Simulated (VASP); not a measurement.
# HfB2 (P6/mmm) in VASP: notebook

Runs on HfB2. Level: PBE. Tasks: relaxation of cell and atoms.

Everything below comes from runs of VASP 6.6.1. Logs are shortened: lines on timing, memory, paths and dates and some standing lists are left out, and cuts for length are marked.

## Step 1: The cell of the first run

Symmetry: P6/mmm, No. 191, hexagonal system. Conventional cell: a = 3.140 Å, b = 3.140 Å, c = 3.480 Å, α = 90.00°, β = 90.00°, γ = 120.00°. Within 3.3 Å of Hf (site symmetry 6/mmm) lie 12 B at 2.51 Å and 6 Hf at 3.14 Å. B (site symmetry -6m2) has 3 B at 1.81 Å within 2.4 Å.

## Step 2: Relaxation of cell and atoms, PBE, target pressure 5 GPa, at which the enthalpy is minimised

File INCAR:

```
SYSTEM = HfB2
ALGO = Normal
EDIFF = 1E-7
EDIFFG = -0.01
ENCUT = 600
GGA = PE
IBRION = 2
ISIF = 3
ISMEAR = 1
LASPH = .True.
LCHARG = .False.
LREAL = .False.
LWAVE = .False.
NELM = 100
NSW = 80
PREC = Accurate
PSTRESS = 50.0
SIGMA = 0.1
```

File KPOINTS:

```
k-points
0
Gamma
  12 12 10
  0 0 0
```

File POSCAR:

```
HfB2
1.0
    3.1400000000      0.0000000000      0.0000000000
   -1.5700000000      2.7193200000      0.0000000000
    0.0000000000      0.0000000000      3.4800000000
Hf B
1 2
Direct
    0.0000000000      0.0000000000      0.0000000000
    0.3333333333      0.6666666667      0.5000000000
    0.6666666667      0.3333333333      0.5000000000
```

Potentials or basis: VASP PAW PBE potentials, release 64 (Hf_pv, B).

On the command line:

```
> cat potpaw_PBE.64/Hf_pv/POTCAR potpaw_PBE.64/B/POTCAR > POTCAR
> mpirun -np 1 vasp_std > vasp.out
```

OUTCAR:

```text
SYSTEM = HfB2
   EDIFF = 1E-7
   EDIFFG = -0.01
   ENCUT = 600
   GGA = PE
   IBRION = 2
   ISIF = 3
   ISMEAR = 1
   LASPH = .True.
   LREAL = .False.
   NELM = 100
   NSW = 80
   PREC = Accurate
   PSTRESS = 50.0

 ion  position               nearest neighbor table
   1  0.000  0.000  0.000-   2 2.51   3 2.51   2 2.51   3 2.51   3 2.51   3 2.51   2 2.51   2 2.51
                             3 2.51   3 2.51   2 2.51   2 2.51
   2  0.333  0.667  0.500-   3 1.81   3 1.81   3 1.81   1 2.51   1 2.51   1 2.51   1 2.51   1 2.51
                             1 2.51
   3  0.667  0.333  0.500-   2 1.81   2 1.81   2 1.81   1 2.51   1 2.51   1 2.51   1 2.51   1 2.51
                             1 2.51

  LATTYP: Found a hexagonal cell.
 ALAT       =     3.1400000000
 C/A-ratio  =     1.1082802548

  Lattice vectors:

 A1 = (   3.1400000000,   0.0000000000,   0.0000000000)
 A2 = (  -1.5700000000,   2.7193200000,   0.0000000000)
 A3 = (   0.0000000000,   0.0000000000,   3.4800000000)

Analysis of symmetry for initial positions (statically):
=====================================================================
 Subroutine PRICEL returns:
 Original cell was already a primitive cell.

 Routine SETGRP: Setting up the symmetry group for a
 hexagonal supercell.

 Subroutine GETGRP returns: Found 24 space group operations
 (whereof 24 operations were pure point group operations)
 out of a pool of 24 trial point group operations.

The static configuration has the point symmetry D_6h.

Analysis of symmetry for dynamics (positions and initial velocities):
=====================================================================
 Subroutine PRICEL returns:
 Original cell was already a primitive cell.

 Routine SETGRP: Setting up the symmetry group for a
 hexagonal supercell.

 Subroutine GETGRP returns: Found 24 space group operations
 (whereof 24 operations were pure point group operations)
 out of a pool of 24 trial point group operations.

The dynamic configuration has the point symmetry D_6h.

 Subroutine INISYM returns: Found 24 space group operations
 (whereof 24 operations are pure point group operations),
 and found     1 'primitive' translations

----------------------------------------------------------------------------------------

                                     Primitive cell

  volume of cell :      29.7146

  direct lattice vectors                    reciprocal lattice vectors
     3.140000000  0.000000000  0.000000000     0.318471338  0.183869497  0.000000000
[... 109 lines left out ...]
  volume/ion in A,a.u.               =       9.90        66.84
  Fermi-wavevector in a.u.,A,eV,Ry     =   1.331860  2.516850 24.134692  1.773850
  Thomas-Fermi vector in A             =   2.460838
   LORBIT       =      0    0 simple, 1 ext, 2 COOP (PROOUT), +10 PAW based schemes
   GGA     = PE    functional components
   LHFCALC =     F    Hartree Fock is set to
   AEXX    =    0.0000 exact exchange contribution
   IVDW    =     0    specifies the selected vdW correction
   LEPSILON=     F    determine dielectric tensor
   LRPA    =     F    only Hartree local field effects (RPA)
 conjugate gradient relaxation of ions
 non-spin polarized calculation
 Methfessel and Paxton  Order N= 1 SIGMA  =   0.10
  energy-cutoff  :      600.00
  volume of cell :       29.71
 maximum number of plane-waves:      1010
 NGX is ok and might be reduce to    28
   NGX = 13   NGY = 13   NGZ = 13

--------------------------------------- Ionic step        1  -------------------------------------------

 number of electron      15.9999999 magnetization

 Free energy of the ion-electron system (eV)
  ---------------------------------------------------
  ext. energy  EPLUGINS =         0.00000000
  ---------------------------------------------------
  free energy    TOTEN  =       -26.40372674 eV

  energy without entropy =      -26.40324643  energy(sigma->0) =      -26.40356663

------------------------ aborting loop because EDIFF is reached ----------------------------------------

  FORCE on cell =-STRESS in cart. coord.  units (eV):
  Direction    XX          YY          ZZ          XY          YZ          ZX
  --------------------------------------------------------------------------------------
  -------------------------------------------------------------------------------------
  Total        0.1604005      0.1604005      0.2114768      0.0000000     -0.0000000      0.0000000
  in kB        8.6486249      8.6486264     11.4026068      0.0000000     -0.0000000      0.0000000
  external PRESSURE =     -40.4333806 kB  Pullay stress =      50.0000000 kB
[... 104 lines left out ...]
--------------------------------------- Ionic step        4  -------------------------------------------

 number of electron      16.0000000 magnetization

 Free energy of the ion-electron system (eV)
  ---------------------------------------------------
  ext. energy  EPLUGINS =         0.00000000
  ---------------------------------------------------
  free energy    TOTEN  =       -26.39525316 eV

  energy without entropy =      -26.39478574  energy(sigma->0) =      -26.39509735

 E-fermi :   7.9583     XC(G=0): -12.6694

 val. band max:        7.9517032050   @ k =   0.0833   0.0000   0.3000
 cond. band min:       8.0103637051   @ k =   0.0833   0.0833   0.3000
 fundamental gap:      0.0586605001
 Fermi energy:         7.9582616007

 k-point     1 :       0.0000    0.0000    0.0000
  band No.  band energies     occupation
      1     -22.7936      2.00000
      2     -22.2761      2.00000
      3     -22.2761      2.00000
      4      -6.0494      2.00000
      5       4.7481      2.00000
      6       4.8656      2.00000
      7       4.8656      2.00000
      8       5.0132      2.00000
      9      11.8972      0.00000
     10      11.8972      0.00000
     11      12.5340      0.00000
     12      12.5340      0.00000
[... 331 lines left out ...]
 k-point    24 :       0.3333    0.0000    0.1000
  band No.  band energies     occupation
      1     -22.8849      2.00000
      2     -22.7129      2.00000
      3     -22.4136      2.00000
      4      -3.7960      2.00000
      5       0.8197      2.00000
      6       3.8508      2.00000
      7       4.3817      2.00000
      8       5.3506      2.00000
      9      10.0688      0.00000
     10      10.8862      0.00000
     11      11.3171      0.00000
     12      12.7952      0.00000

 [... further k-points ...]

------------------------ aborting loop because EDIFF is reached ----------------------------------------

  FORCE on cell =-STRESS in cart. coord.  units (eV):
  Direction    XX          YY          ZZ          XY          YZ          ZX
  --------------------------------------------------------------------------------------
  -------------------------------------------------------------------------------------
  Total        0.9427359      0.9427361      0.8886109      0.0000000      0.0000000      0.0000000
  in kB       51.6234281     51.6234369     48.6595870      0.0000000      0.0000000      0.0000000
  external PRESSURE =       0.6354840 kB  Pullay stress =      50.0000000 kB
[... 22 lines left out ...]
  energy  without entropy=      -26.3947857407  energy(sigma->0) =      -26.39509735

  enthalpy is  TOTEN    =       -25.4821639377 eV   P V=        0.9130892175

 reached required accuracy - stopping structural energy minimisation
```

CONTCAR:

```text
HfB2
   1.00000000000000
     3.1234907621854777    0.0000000000000000    0.0000000000000000
    -1.5617453810927389    2.7050225799455947    0.0000000000000000
     0.0000000000000000   -0.0000000000000000    3.4629217000275165
  Hf              B
     1     2
Direct
     0.0000000000000000    0.0000000000000000    0.0000000000000000
     0.3333333332999970    0.6666666667000030    0.5000000000000000
     0.6666666667000030    0.3333333332999970    0.5000000000000000

  0.00000000E+00  0.00000000E+00  0.00000000E+00
  0.00000000E+00  0.00000000E+00  0.00000000E+00
  0.00000000E+00  0.00000000E+00  0.00000000E+00
```

Run time: 2 min. Hardware: 1 thread of Intel Xeon Platinum 8259CL at 2.50GHz (Skylake/Cascade Lake), shared host; peak memory 0.21 GiB.

Results:

```
Free energy                                                : -26.3953 eV
Relaxed volume                                             : 9.75 Å³/atom
Relaxed cell                                               : a = 3.123 Å, b = 3.123 Å, c = 3.463 Å, α = 90.00°, β = 90.00°, γ = 120.00°
Space group after relaxing (to 0.1 Å)                      : P6/mmm (No. 191)
Energy change on relaxing (the run minimises the enthalpy) : +2.8 meV/atom
Ionic steps                                                : 4
Pressure after relaxing                                    : 5.1 GPa
Band gap on the k mesh                                     : zero (bands 8 and 9 overlap by 1.33 eV)
```

Step by step:
```
step  energy change (eV)  largest force (eV/Å)  pressure (GPa)  volume (Å³)
   1              0.0000                0.0000            0.96        29.71
   2              0.0387                0.0000           11.02        28.65
   3              0.0082                0.0000            4.99        29.27
   4              0.0085                0.0000            5.06        29.26
```

Final structure:
```
CELL_PARAMETERS angstrom
3.12349 0.00000 0.00000
-1.56175 2.70502 0.00000
0.00000 0.00000 3.46292
ATOMIC_POSITIONS crystal
Hf 0.00000 0.00000 0.00000
B 0.33333 0.66667 0.50000
B 0.66667 0.33333 0.50000
```

Caveat: the cell is relaxed towards a set pressure, so the run minimises the enthalpy, not the energy; spin-orbit coupling is left out, which moves the levels of the heavy elements.

## Step 3: Relaxation of cell and atoms, PBE, target pressure 10 GPa, at which the enthalpy is minimised

File INCAR:

```
SYSTEM = HfB2
  PREC = Accurate
  ENCUT = 600
  EDIFF = 1E-6
  ISMEAR = 1
  SIGMA = 0.1
  LREAL = .False.
  LASPH = .True.
  NELM = 60
  ALGO = Normal
  ISIF = 3
  LWAVE = .False.
  LCHARG = .False.
  GGA = PE
  IBRION = 2
  NSW = 80
  EDIFFG = -0.01
  PSTRESS = 100.0
```

File KPOINTS:

```
regular mesh
0
Gamma
  12 12 10
  0 0 0
```

POSCAR is that of step 2.

Potentials or basis: VASP PAW PBE potentials, release 64 (Hf_pv, B).

On the command line:

```
> cat potpaw_PBE.64/Hf_pv/POTCAR potpaw_PBE.64/B/POTCAR > POTCAR
> mpirun -np 1 vasp_std > vasp.out
```

It took 2.2 min on 1 thread of Intel Xeon Platinum 8259CL at 2.50GHz (Skylake/Cascade Lake), shared host; peak memory 0.21 GiB.

It converged, with:

```yaml
Free_energy: -26.3710 eV
Relaxed_volume: 9.58 Å³/atom
Relaxed_cell: a = 3.107 Å, b = 3.107 Å, c = 3.438 Å, α = 90.00°, β = 90.00°, γ = 120.00°
Space_group_after_relaxing_to_0.1_Å: P6/mmm (No. 191)
Energy_change_on_relaxing_the_run_minimises_the_enthalpy: +10.9 meV/atom
Ionic_steps: 5
Pressure_after_relaxing: 10.1 GPa
Band_gap_on_the_k_mesh: zero (bands 8 and 9 overlap by 1.37 eV)
```

The path:
| step | energy change (eV) | largest force (eV/Å) | pressure (GPa) | volume (Å³) |
| --- | --- | --- | --- | --- |
| 1 | 0.0000 | 0.0000 | 0.96 | 29.71 |
| 2 | 0.1832 | 0.0000 | 25.72 | 27.37 |
| 3 | 0.0314 | 0.0000 | 9.88 | 28.76 |
| 4 | 0.0326 | 0.0000 | 10.06 | 28.75 |
| 5 | 0.0327 | 0.0000 | 10.08 | 28.74 |

Final structure:
```xyz
3
Lattice="3.1071 0.0000 0.0000 -1.5535 2.6908 0.0000 0.0000 0.0000 3.4377" Properties=species:S:1:pos:R:3 pbc="T T T"
Hf   -1.5535    2.6908    3.4377
B     0.0000    1.7939    1.7188
B     1.5535    0.8969    1.7188
```

Levels at points of the mesh, in eV from the Fermi level:
| k point | band 6 | band 7 | band 8 | band 9 | band 10 | band 11 |
| --- | --- | --- | --- | --- | --- | --- |
| (0.00, 0.00, 0.00) | -3.15 | -3.15 | -2.92 | 4.03 | 4.03 | 4.69 |
| (0.50, 0.00, 0.00) | -4.40 | -3.65 | -3.13 | 2.02 | 2.67 | 5.67 |
| (0.00, 0.00, 0.50) | -1.38 | -1.38 | 0.14 | 0.14 | 0.86 | 0.86 |
| (0.50, 0.00, 0.50) | -5.27 | -4.99 | -2.78 | 4.02 | 4.21 | 6.35 |

Caveat: the cell is relaxed towards a set pressure, so the run minimises the enthalpy, not the energy; spin-orbit coupling is left out, which moves the levels of the heavy elements.
